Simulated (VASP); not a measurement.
# Cu (P6/mmm) in VASP: a series of runs, part 2 of 2

VASP 6.6.1. Earlier steps stand in the parts before.

**3. Single point, PBE (volume scaled by 0.88)**

The input, INCAR:

```
SYSTEM = Cu
PREC = Accurate
ENCUT = 520
EDIFF = 1E-7
ISMEAR = -1
SIGMA = 0.1
LREAL = .FALSE.
LASPH = .TRUE.
NELM = 100
ALGO = Normal
ISIF = 2
LWAVE = .FALSE.
LCHARG = .TRUE.
GGA = PE
LELF = .TRUE.
LVHAR = .TRUE.
NBANDS = 24
```

The input, KPOINTS:

```
Automatic mesh
0
G
  12 12 17
  0 0 0
```

The input, POSCAR:

```
Cu
1.0
    3.9540530555      0.0000000000      0.0000000000
   -1.9770265277      3.4243103939      0.0000000000
    0.0000000000      0.0000000000      2.3750338226
Cu
3
Direct
    0.0000000000      0.0000000000      0.0000000000
    0.3333333333      0.6666666667      0.5000000000
    0.6666666667      0.3333333333      0.5000000000
```

Potentials or basis: VASP PAW PBE potentials, release 64 (Cu).

Launch:

```sh
cat potpaw_PBE.64/Cu/POTCAR > POTCAR
mpirun -np 1 vasp_std > vasp.out
```

OUTCAR:

```text
SYSTEM = Cu
   PREC = Accurate
   ENCUT = 520
   EDIFF = 1E-7
   ISMEAR = -1
   LREAL = .FALSE.
   LASPH = .TRUE.
   NELM = 100
   ISIF = 2
   GGA = PE

 ion  position               nearest neighbor table
   1  0.000  0.000  0.000-   2 2.57   3 2.57   2 2.57   3 2.57   2 2.57   2 2.57   3 2.57   3 2.57
                             3 2.57   3 2.57   2 2.57   2 2.57
   2  0.333  0.667  0.500-   3 2.28   3 2.28   3 2.28   1 2.57   1 2.57   1 2.57   1 2.57   1 2.57
                             1 2.57
   3  0.667  0.333  0.500-   2 2.28   2 2.28   2 2.28   1 2.57   1 2.57   1 2.57   1 2.57   1 2.57
                             1 2.57

  LATTYP: Found a hexagonal cell.
 ALAT       =     3.9540530555
 C/A-ratio  =     0.6006580562

  Lattice vectors:

 A1 = (   3.9540530555,   0.0000000000,   0.0000000000)
 A2 = (  -1.9770265277,   3.4243103939,   0.0000000000)
 A3 = (   0.0000000000,   0.0000000000,   2.3750338226)

Analysis of symmetry for initial positions (statically):
=====================================================================
 Subroutine PRICEL returns:
 Original cell was already a primitive cell.

 Routine SETGRP: Setting up the symmetry group for a
 hexagonal supercell.
[... 168 lines left out ...]

 E-fermi :   8.8620     XC(G=0): -13.2912

 val. band max:        8.8567670751   @ k =   0.4167   0.1667   0.1765
 cond. band min:       8.8655756042   @ k =   0.3333   0.0833   0.4706
 fundamental gap:      0.0088085291
 Fermi energy:         8.8620394796

 k-point     1 :       0.0000    0.0000    0.0000
  band No.  band energies     occupation
      1      -1.2535      2.00000
      2       3.7435      2.00000
      3       4.7697      2.00000
      4       4.7697      2.00000
      5       4.8279      2.00000
      6       4.8279      2.00000
[... 637 lines left out ...]
     23      25.5642      0.00000
     24      27.4644      0.00000

 [... further k-points ...]

------------------------ aborting loop because EDIFF is reached ----------------------------------------

  FORCE on cell =-STRESS in cart. coord.  units (eV):
  Direction    XX          YY          ZZ          XY          YZ          ZX
  --------------------------------------------------------------------------------------
  -------------------------------------------------------------------------------------
  Total        4.9076458      4.9076458      4.7742193      0.0000000     -0.0000000      0.0000000
  in kB      244.5109851    244.5109851    237.8633501      0.0000000     -0.0000000      0.0000000
  external PRESSURE =     242.2951068 kB  Pullay stress =       0.0000000 kB

 VOLUME and BASIS-vectors are now :
 -----------------------------------------------------------------------------
  energy-cutoff  :      520.00
  volume of cell :       32.16
      direct lattice vectors                 reciprocal lattice vectors
     3.954053056  0.000000000  0.000000000     0.252905054  0.146014801  0.000000000
    -1.977026528  3.424310394  0.000000000     0.000000000  0.292029602  0.000000000
     0.000000000  0.000000000  2.375033823     0.000000000  0.000000000  0.421046635

 POSITION                                       TOTAL-FORCE (eV/Angst)
 -----------------------------------------------------------------------------------
      0.00000      0.00000      0.00000         0.000000      0.000000      0.000000
     -0.00000      2.28287      1.18752        -0.000000      0.000000      0.000000
      1.97703      1.14144      1.18752         0.000000      0.000000      0.000000
 -----------------------------------------------------------------------------------
    total drift:                               -0.000000      0.000000      0.000000

  FREE ENERGIE OF THE ION-ELECTRON SYSTEM (eV)
  ---------------------------------------------------
  free  energy   TOTEN  =       -10.6682215074 eV

  energy  without entropy=      -10.6403983971  energy(sigma->0) =      -10.65430995
```

Wall time 75 s (1 thread of AMD EPYC 9R45 (Zen 5), shared host); peak memory 0.19 GiB.

Results:

```
Free energy : -10.6682 eV
Pressure    : 24.2 GPa
```

Stress tensor (GPa, compression positive):
```
24.45  0.00  0.00
 0.00 24.45  0.00
 0.00  0.00 23.79
```

**4. Single point, PBE (volume scaled by 0.92)**

The input, INCAR:

```
PREC     = Accurate       # precision mode
ENCUT    = 520            # plane-wave cutoff, eV
EDIFF    = 1E-6           # SCF threshold, eV
ISMEAR   = -1             # smearing method
SIGMA    = 0.1            # smearing width, eV
LREAL    = F              # projectors in reciprocal space
LASPH    = T              # aspherical terms in the spheres
NELM     = 60             # most SCF steps
ALGO     = Normal         # electronic algorithm
ISIF     = 2              # what is computed and relaxed
LWAVE    = F              # write WAVECAR
LCHARG   = F              # write CHGCAR
GGA      = PE             # functional
NBANDS   = 24             # bands
```

The input, KPOINTS:

```
regular mesh
0
Gamma
  12 12 17
```

The input, POSCAR:

```
Cu
1.0
    4.0130774747      0.0000000000      0.0000000000
   -2.0065387373      3.4754270404      0.0000000000
    0.0000000000      0.0000000000      2.4104873155
Cu
3
Direct
    0.0000000000      0.0000000000      0.0000000000
    0.3333333333      0.6666666667      0.5000000000
    0.6666666667      0.3333333333      0.5000000000
```

Launch:

```sh
cat potpaw_PBE.64/Cu/POTCAR > POTCAR
mpirun -np 1 vasp_std > vasp.out
```

It took 68 s on 1 thread of AMD EPYC 9R45 (Zen 5), shared host; peak memory 0.19 GiB.

The run converged. Its results:

| Quantity | Value |
| --- | --- |
| Free energy | -10.8433 eV |
| Pressure | 14.6 GPa |

Stress tensor (GPa, compression positive):
```
14.75  0.00  0.00
 0.00 14.75  0.00
 0.00  0.00 14.27
```

Levels at points of the mesh, in eV from the Fermi level:
```
           k point  band 12  band 13  band 14  band 15  band 16  band 17  band 18  band 19  band 20  band 21
(0.00, 0.00, 0.00)    -2.52    -2.47    -2.47    -1.62    -1.62     4.72     4.72     4.73     4.73     6.60
(0.50, 0.00, 0.00)    -2.02    -1.87    -1.85    -1.83    -1.71    -1.58    -0.83     4.51    14.12    14.13
```

**5. Single point, PBE (volume scaled by 0.96)**

The input, INCAR:

```
  PREC = Accurate
  ENCUT = 520
  EDIFF = 1E-6
  ISMEAR = -1
  SIGMA = 0.1
  LREAL = F
  LASPH = T
  NELM = 60
  ALGO = Normal
  ISIF = 2
  LWAVE = F
  LCHARG = F
  GGA = PE
  NBANDS = 24
```

KPOINTS is that of step 4.

The input, POSCAR:

```
Cu
1.0
    4.0704148995      0.0000000000      0.0000000000
   -2.0352074497      3.5250827069      0.0000000000
    0.0000000000      0.0000000000      2.4449275017
Cu
3
Direct
    0.0000000000      0.0000000000      0.0000000000
    0.3333333333      0.6666666667      0.5000000000
    0.6666666667      0.3333333333      0.5000000000
```

Launch:

```sh
cat potpaw_PBE.64/Cu/POTCAR > POTCAR
mpirun -np 1 vasp_std > vasp.out
```

Wall time 70 s (1 thread of AMD EPYC 9R45 (Zen 5), shared host); peak memory 0.19 GiB.

Results (log left out):

| Quantity | Value |
| --- | --- |
| Free energy | -10.9383 eV |
| Pressure | 6.8 GPa |

Stress tensor (GPa, compression positive):
```
6.93 0.00 0.00
0.00 6.93 0.00
0.00 0.00 6.62
```

Levels at points of the mesh, in eV from the Fermi level:
```csv
k point,band 14,band 15,band 16,band 17,band 18,band 19
"(0.00, 0.00, 0.00)",-2.38,-1.58,-1.58,4.60,4.60,4.61
"(0.50, 0.00, 0.00)",-1.80,-1.78,-1.66,-1.55,-0.71,4.27
```

**6. The runs side by side**

```tsv
cell	k mesh	gap on the mesh (eV)	pressure (GPa)
a = 4.126, b = 4.126, c = 2.478 Å, angles 90.0, 90.0, 120.0°, 3 atoms	9 × 9 × 13	none	0.8
a = 3.954, b = 3.954, c = 2.375 Å, angles 90.0, 90.0, 120.0°, 3 atoms	12 × 12 × 17	none	24.2
a = 4.013, b = 4.013, c = 2.410 Å, angles 90.0, 90.0, 120.0°, 3 atoms	12 × 12 × 17	none	14.6
a = 4.070, b = 4.070, c = 2.445 Å, angles 90.0, 90.0, 120.0°, 3 atoms	12 × 12 × 17	none	6.8
```

Alike in all rows: task single point; level PBE; potentials or basis VASP PAW PBE potentials, release 64 (Cu); no spin polarisation; cutoff (eV) 520; smearing fermi-dirac 0.1 eV.

Total energies depend on the potentials used, so only differences within one code and one set of settings carry meaning.
